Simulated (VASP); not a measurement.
# Yb (Im-3m) in VASP: single point with LDA

Aim: the single point of Yb with LDA.

Program: VASP 6.6.1. These are calculated values, not measurements. Logs are shortened: lines on timing, memory, paths and dates and some standing lists are left out, and cuts for length are marked.

### 1 The cell of the first run

Symmetry: Im-3m, No. 229, cubic system. The conventional cell has a = 4.303 Å, b = 4.303 Å, c = 4.303 Å, α = 90.00°, β = 90.00°, γ = 90.00°. Within 4.9 Å of Yb (site symmetry m-3m) lie 14 Yb at 3.73 to 4.30 Å.

### 2 Single point, LDA

INCAR reads:

```
PREC     = Accurate       # precision mode
ENCUT    = 520            # plane-wave cutoff, eV
EDIFF    = 1E-6           # SCF threshold, eV
ISMEAR   = -1             # smearing method
SIGMA    = 0.1            # smearing width, eV
LREAL    = False          # projectors in reciprocal space
LASPH    = True           # aspherical terms in the spheres
NELM     = 60             # most SCF steps
ALGO     = Normal         # electronic algorithm
ISIF     = 2              # what is computed and relaxed
LWAVE    = False          # write WAVECAR
LCHARG   = False          # write CHGCAR
GGA      = CA             # functional
NBANDS   = 18             # bands
```

KPOINTS reads:

```
Automatic mesh
0
Gamma
  7 7 7
```

POSCAR reads:

```
Yb
1.0
   -2.1514830000      2.1514830000      2.1514830000
    2.1514830000     -2.1514830000      2.1514830000
    2.1514830000      2.1514830000     -2.1514830000
Yb
1
Direct
    0.0000000000      0.0000000000      0.0000000000
```

Potentials or basis: VASP PAW PBE potentials, release 64 (Yb).

On the command line:

```
> cat potpaw_PBE.64/Yb/POTCAR > POTCAR
> mpirun -np 1 vasp_std > vasp.out
```

OUTCAR:

```text
PREC = Accurate
   ENCUT = 520
   EDIFF = 1E-6
   ISMEAR = -1
   LREAL = False
   LASPH = True
   NELM = 60
   ISIF = 2
   GGA = CA

 ion  position               nearest neighbor table
   1  0.000  0.000  0.000-

  LATTYP: Found a body centered cubic cell.
 ALAT       =     4.3029660000

  Lattice vectors:

 A1 = (  -2.1514830000,   2.1514830000,   2.1514830000)
 A2 = (   2.1514830000,  -2.1514830000,   2.1514830000)
 A3 = (   2.1514830000,   2.1514830000,  -2.1514830000)

Analysis of symmetry for initial positions (statically):
=====================================================================
 Subroutine PRICEL returns:
 Original cell was already a primitive cell.

 Routine SETGRP: Setting up the symmetry group for a
 body centered cubic supercell.

 Subroutine GETGRP returns: Found 48 space group operations
 (whereof 48 operations were pure point group operations)
 out of a pool of 48 trial point group operations.

The static configuration has the point symmetry O_h .

Analysis of symmetry for dynamics (positions and initial velocities):
=====================================================================
 Subroutine PRICEL returns:
 Original cell was already a primitive cell.

 Routine SETGRP: Setting up the symmetry group for a
 body centered cubic supercell.

 Subroutine GETGRP returns: Found 48 space group operations
 (whereof 48 operations were pure point group operations)
 out of a pool of 48 trial point group operations.

The dynamic configuration has the point symmetry O_h .

 Subroutine INISYM returns: Found 48 space group operations
 (whereof 48 operations are pure point group operations),
 and found     1 'primitive' translations

----------------------------------------------------------------------------------------

                                     Primitive cell

  volume of cell :      39.8358

  direct lattice vectors                    reciprocal lattice vectors
    -2.151483000  2.151483000  2.151483000     0.000000000  0.232397839  0.232397839
     2.151483000 -2.151483000  2.151483000     0.232397839  0.000000000  0.232397839
     2.151483000  2.151483000 -2.151483000     0.232397839  0.232397839  0.000000000

  length of vectors
     3.726477868  3.726477868  3.726477868     0.328660176  0.328660176  0.328660176

  position of ions in fractional coordinates (direct lattice)
     0.000000000  0.000000000  0.000000000

  ion indices of the primitive-cell ions
   primitive index   ion index
                 1           1

----------------------------------------------------------------------------------------

 KPOINTS: Automatic mesh

Automatic generation of k-mesh.
 Grid dimensions read from file:
 generate k-points for:    7    7    7

 Generating k-lattice:

  Cartesian coordinates                     Fractional coordinates (reciprocal lattice)
     0.000000000  0.033199691  0.033199691     0.142857143  0.000000000  0.000000000
     0.033199691  0.000000000  0.033199691     0.000000000  0.142857143  0.000000000
     0.033199691  0.033199691  0.000000000     0.000000000  0.000000000  0.142857143

  Length of vectors
     0.046951454  0.046951454  0.046951454

  Shift w.r.t. Gamma in fractional coordinates (k-lattice)
     0.000000000  0.000000000  0.000000000

 Subroutine IBZKPT returns following result:
 ===========================================

 Found     20 irreducible k-points:

 Following reciprocal coordinates:
            Coordinates               Weight
  0.000000  0.000000  0.000000      1.000000
  0.142857  0.000000  0.000000     12.000000
  0.285714  0.000000  0.000000     12.000000
  0.428571  0.000000  0.000000     12.000000
  0.142857  0.142857  0.000000     24.000000
  0.285714  0.142857  0.000000     48.000000
[... 12 lines left out ...]
 -0.428571 -0.428571  0.285714      8.000000
 -0.428571  0.428571  0.428571      6.000000
   k-points           NKPTS =     20   k-points in BZ     NKDIM =     20   number of bands    NBANDS=     18
   number of dos      NEDOS =    301   number of ions     NIONS =      1
   total plane-waves  NPLWV =  21952
   dimension x,y,z NGX =    28 NGY =   28 NGZ =   28
   dimension x,y,z NGXF=    56 NGYF=   56 NGZF=   56
   ions per type =               1
   NGX,Y,Z   is equivalent  to a cutoff of  12.49, 12.49, 12.49 a.u.
   NGXF,Y,Z  is equivalent  to a cutoff of  24.98, 24.98, 24.98 a.u.
 SYSTEM =  unknown system
   PREC   = accura    normal or accurate (medium, high low for compatibility)
   ISTART =      0    job   : 0-new  1-cont  2-samecut
   ICHARG =      2    charge: 1-file 2-atom 10-const
   ISPIN  =      1    spin polarized calculation?
   LNONCOLLINEAR =      F non collinear calculations
   LSORBIT =      F    spin-orbit coupling
   LASPH  =      T    aspherical Exc in radial PAW
   ENCUT  =  520.0 eV  38.22 Ry    6.18 a.u.   6.93  6.93  6.93*2*pi/ulx,y,z
   NELM   =     60;   NELMIN=  2; NELMDL= -5     # of ELM steps
   EDIFF  = 0.1E-05   stopping-criterion for ELM
   LREAL  =      F    real-space projection
   EDIFFG = 0.1E-04   stopping-criterion for IOM
   NSW    =      0    number of steps for IOM
   IBRION =     -1    ionic relax: 0-MD 1-quasi-New 2-CG
   NFREE  =      0    steps in history (QN), initial steepest desc. (CG)
   ISIF   =      2    stress and relaxation
   ISYM   =      2    0-nonsym 1-usesym 2-fastsym
   POTIM  = 0.5000    time-step for ionic-motion
   TEBEG  =    0.0;   TEEND  =   0.0 temperature during run
   PSTRESS=    0.0 pullay stress
   NELECT =      24.0000    total number of electrons
   NUPDOWN=      -1.0000    fix difference up-down
   EMIN   =  10.00;   EMAX   =-10.00  energy-range for DOS
   EFERMI =   0.00;   METHOD = LEGACY
   ISMEAR =    -1;   SIGMA  =   0.10  broadening in eV -4-tet -1-fermi 0-gaus
   EFERMI_NEDOS =   21; number of points for ismear=-14 and -15
   IALGO  =     38    algorithm
   IMIX   =      4    mixing-type and parameters
     AMIX     =   0.40;   BMIX     =  1.00
     AMIX_MAG =   1.60;   BMIX_MAG =  1.00
  volume/ion in A,a.u.               =      39.84       268.83
  Fermi-wavevector in a.u.,A,eV,Ry     =   1.382677  2.612880 26.011550  1.911795
  Thomas-Fermi vector in A             =   2.507346
   LORBIT       =      0    0 simple, 1 ext, 2 COOP (PROOUT), +10 PAW based schemes
   GGA     = CA    functional components
   LHFCALC =     F    Hartree Fock is set to
   AEXX    =    0.0000 exact exchange contribution
   IVDW    =     0    specifies the selected vdW correction
   LEPSILON=     F    determine dielectric tensor
   LRPA    =     F    only Hartree local field effects (RPA)
 non-spin polarized calculation
  energy-cutoff  :      520.00
  volume of cell :       39.84
 maximum number of plane-waves:      1085
   NGX = 13   NGY = 13   NGZ = 13

 number of electron      24.0000000 magnetization

 Free energy of the ion-electron system (eV)
  ---------------------------------------------------
  ext. energy  EPLUGINS =         0.00000000
  ---------------------------------------------------
  free energy    TOTEN  =        -4.02964952 eV

  energy without entropy =       -3.94840400  energy(sigma->0) =       -3.98902676

 E-fermi :   1.0284     XC(G=0):  -9.3065

 val. band max:        0.9220985313   @ k =  -0.4286  -0.4286   0.2857
 cond. band min:       1.1349164414   @ k =  -0.4286  -0.4286   0.1429
 fundamental gap:      0.2128179101
 Fermi energy:         1.0284234739

 k-point     1 :       0.0000    0.0000    0.0000
  band No.  band energies     occupation
      1     -50.6093      2.00000
      2     -23.0207      2.00000
      3     -23.0207      2.00000
      4     -23.0207      2.00000
      5      -3.9233      2.00000
      6       0.4428      1.99429
[... 10 lines left out ...]
     17       5.3790      0.00000
     18      11.3147      0.00000

 k-point     2 :       0.1429    0.0000    0.0000
  band No.  band energies     occupation
      1     -50.6071      2.00000
      2     -23.0685      2.00000
      3     -23.0366      2.00000
      4     -23.0206      2.00000
      5      -3.4762      2.00000
      6       0.4461      1.99410
[... 10 lines left out ...]
     17       5.3914      0.00000
     18      11.6216      0.00000

 k-point     3 :       0.2857    0.0000    0.0000
  band No.  band energies     occupation
      1     -50.6022      2.00000
      2     -23.1737      2.00000
      3     -23.0722      2.00000
      4     -23.0204      2.00000
      5      -2.2759      2.00000
      6       0.4515      1.99378
[... 10 lines left out ...]
     17       5.5544      0.00000
     18       9.9928      0.00000

 k-point     4 :       0.4286    0.0000    0.0000
  band No.  band energies     occupation
      1     -50.5983      2.00000
      2     -23.2559      2.00000
      3     -23.1005      2.00000
      4     -23.0203      2.00000
      5      -0.9012      2.00000
      6       0.4483      1.99397
[... 10 lines left out ...]
     17       7.1130      0.00000
     18       8.1585      0.00000

 k-point     5 :       0.1429    0.1429    0.0000
  band No.  band energies     occupation
      1     -50.6035      2.00000
      2     -23.1407      2.00000
      3     -23.0554      2.00000
      4     -23.0318      2.00000
      5      -2.6420      2.00000
      6       0.4472      1.99404
[... 10 lines left out ...]
     17       5.6857      0.00000
     18      10.6089      0.00000

 k-point     6 :       0.2857    0.1429    0.0000
  band No.  band energies     occupation
      1     -50.5991      2.00000
      2     -23.2192      2.00000
      3     -23.0978      2.00000
      4     -23.0360      2.00000
      5      -1.2455      2.00000
      6       0.4518      1.99376
[... 223 lines left out ...]
 k-point    17 :      -0.2857    0.2857    0.2857
  band No.  band energies     occupation
      1     -50.5960      2.00000
      2     -23.1674      2.00000
      3     -23.1280      2.00000
      4     -23.1280      2.00000
      5      -0.8400      2.00000
      6       0.4336      1.99479
[... 10 lines left out ...]
     17       5.4367      0.00000
     18       9.8638      0.00000

 k-point    18 :      -0.4286    0.4286    0.2857
  band No.  band energies     occupation
      1     -50.5926      2.00000
      2     -23.2173      2.00000
      3     -23.1587      2.00000
      4     -23.1324      2.00000
      5       0.2796      1.99888
      6       0.4467      1.99407
[... 10 lines left out ...]
     17       6.7529      0.00000
     18       8.3199      0.00000

 k-point    19 :      -0.4286   -0.4286    0.2857
  band No.  band energies     occupation
      1     -50.5909      2.00000
      2     -23.2028      2.00000
      3     -23.2028      2.00000
      4     -23.1405      2.00000
      5       0.4534      1.99366
      6       0.4632      1.99301
[... 10 lines left out ...]
     17       7.0021      0.00000
     18       7.9795      0.00000

 k-point    20 :      -0.4286    0.4286    0.4286
  band No.  band energies     occupation
      1     -50.5894      2.00000
      2     -23.1983      2.00000
      3     -23.1906      2.00000
      4     -23.1906      2.00000
      5       0.4510      1.99380
      6       0.4728      1.99230
[... 10 lines left out ...]
     17       6.8189      0.00000
     18       7.9822      0.00000

------------------------ aborting loop because EDIFF is reached ----------------------------------------

  FORCE on cell =-STRESS in cart. coord.  units (eV):
  Direction    XX          YY          ZZ          XY          YZ          ZX
  --------------------------------------------------------------------------------------
  -------------------------------------------------------------------------------------
  Total       -1.4436088     -1.4436088     -1.4436088      0.0000000      0.0000000      0.0000000
  in kB      -58.0612473    -58.0612473    -58.0612473      0.0000000      0.0000000      0.0000000
  external PRESSURE =     -58.0612473 kB  Pullay stress =       0.0000000 kB

 VOLUME and BASIS-vectors are now :
 -----------------------------------------------------------------------------
  energy-cutoff  :      520.00
  volume of cell :       39.84
      direct lattice vectors                 reciprocal lattice vectors
    -2.151483000  2.151483000  2.151483000     0.000000000  0.232397839  0.232397839
     2.151483000 -2.151483000  2.151483000     0.232397839  0.000000000  0.232397839
     2.151483000  2.151483000 -2.151483000     0.232397839  0.232397839  0.000000000

 POSITION                                       TOTAL-FORCE (eV/Angst)
 -----------------------------------------------------------------------------------
      0.00000      0.00000      0.00000         0.000000      0.000000     -0.000000
 -----------------------------------------------------------------------------------
    total drift:                               -0.000000     -0.000000     -0.000000

  FREE ENERGIE OF THE ION-ELECTRON SYSTEM (eV)
  ---------------------------------------------------
  free  energy   TOTEN  =        -4.0296495176 eV

  energy  without entropy=       -3.9484040016  energy(sigma->0) =       -3.98902676
```

It took 67 s on 1 thread of Intel Xeon 8259CL, shared host; peak memory 0.16 GiB.

Results:

```
Free energy            : -4.0296 eV
Pressure               : -5.8 GPa
Band gap on the k mesh : zero (band 12 reaches 1.16 eV, above the bottom of band 13 at 0.85 eV)
```

Levels at points of the mesh, in eV from the Fermi level:
```csv
k point,band 9,band 10,band 11,band 12,band 13,band 14,band 15,band 16
"(0.00, 0.00, 0.00)",-0.48,-0.48,-0.48,-0.45,2.59,2.59,2.59,4.35
```

Caveat: the PAW data sets were made with another functional, which shifts forces and pressure a little; spin-orbit coupling is left out, which moves the levels of the heavy elements.
